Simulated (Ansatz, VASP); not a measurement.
Two plane-wave programs on MgF2

POSCAR

```
MgF2
1.0
    4.6382900967      0.0000000000      0.0000000000
    0.0000000000      4.6382900967      0.0000000000
    0.0000000000      0.0000000000      3.0625603099
Mg F
2 4
Direct
    0.0000000000      0.0000000000      0.0000000000
    0.5000000000      0.5000000000      0.5000000000
    0.3033942655      0.3033942655      0.0000000000
    0.1966057345      0.8033942655      0.5000000000
    0.6966057345      0.6966057345      0.0000000000
    0.8033942655      0.1966057345      0.5000000000
```

File INCAR.step1:

```
ALGO     = Normal         # electronic algorithm
EDIFF    = 1E-5           # SCF threshold, eV
ENCUT    = 660            # plane-wave cutoff, eV
GGA      = PE             # functional
GGA_COMPAT= False        
ISMEAR   = 0              # smearing method
LASPH    = True           # aspherical terms in the spheres
LCHARG   = False          # write CHGCAR
LREAL    = False          # projectors in reciprocal space
LWAVE    = True           # write WAVECAR
NBANDS   = 25             # bands
NELM     = 120            # most SCF steps
PREC     = Accurate       # precision mode
SIGMA    = 0.02           # smearing width, eV
```

The input INCAR.step2:

```
ALGO     = Normal         # electronic algorithm
EDIFF    = 1E-6           # SCF threshold, eV
ENCUT    = 660            # plane-wave cutoff, eV
GGA_COMPAT= False        
ISIF     = 2              # what is computed and relaxed
ISMEAR   = 0              # smearing method
ISTART   = 1            
LASPH    = True           # aspherical terms in the spheres
LCHARG   = True           # write CHGCAR
LELF     = True           # ELF
LMIXTAU  = True         
LREAL    = False          # projectors in reciprocal space
LVHAR    = True         
LWAVE    = False          # write WAVECAR
METAGGA  = R2SCAN         # meta-GGA
NBANDS   = 25             # bands
NELM     = 120            # most SCF steps
PREC     = Accurate       # precision mode
SIGMA    = 0.02           # smearing width, eV
```

Contents of KPOINTS:

```
k-points
0
Gamma
  6 6 8
```

Input for Ansatz:

```yaml
crystal:
  lattice:
    - [4.6382900969, 0.0, 0.0]
    - [0.0, 4.6382900969, 0.0]
    - [0.0, 0.0, 3.0625603088]
  atoms:
    - { symbol: Mg, position: [0.0, 0.0, 0.0] }
    - { symbol: Mg, position: [0.5, 0.5, 0.5] }
    - { symbol: F, position: [0.3033942654, 0.3033942654, 0.0] }
    - { symbol: F, position: [0.1966057346, 0.8033942654, 0.5] }
    - { symbol: F, position: [0.6966057346, 0.6966057346, 0.0] }
    - { symbol: F, position: [0.8033942654, 0.1966057346, 0.5] }
basis:
  ecutwfc: 500
kpoints:
  mp_grid: { grid: [6, 6, 8] }
  band_path:
    path:
      - [0.0, 0.0, 0.0]
      - [0.0, 0.5, 0.0]
      - [0.5, 0.5, 0.0]
      - [0.0, 0.0, 0.5]
      - [0.0, 0.5, 0.5]
      - [0.5, 0.5, 0.5]
    npoints: 1
hamiltonian:
  xc: r2scan
scf:
  occupations: { method: gaussian, width: 0.02 }
  n_extra_bands: 6
output:
  forces: true
  stress: true
  eigenvalues: true
```

Alike in both runs: task single point; functional r2SCAN; k mesh 6 × 6 × 8; occupations gaussian, width 0.02 eV; no spin polarisation.

```csv
,VASP,Ansatz
version,VASP 6.6.1,Ansatz 0.2.0
potentials or method,"VASP PAW PBE potentials, release 64 (Mg, F), cutoff 660 eV","scalar-relativistic, plane waves, PAW"
valence electrons in the cell,32,48
```

|  | VASP | Ansatz | Ansatz less VASP |
| --- | --- | --- | --- |
| gap on the k mesh at the Fermi level (eV) | 7.94 | 7.98 | +0.037 |
| least direct gap on the mesh (eV) | 7.94 | 7.98 | +0.037 |
| pressure (GPa) | -2.7 | -1.3 | +1.45 |
| traceless stress, the component that is largest in VASP (GPa) | -0.34 | -0.24 | +0.096 |
| rms of the force components (eV/Å) | 0.002 | 0.005 | +0.0031 |

VASP's potentials were made for PBE, not for r2SCAN. Atom by atom the forces differ by 0.003 eV/Å (rms over components). VASP's potentials hold 32 valence electrons a cell and Ansatz's 48, so a difference there can come from the potentials and not from the codes.
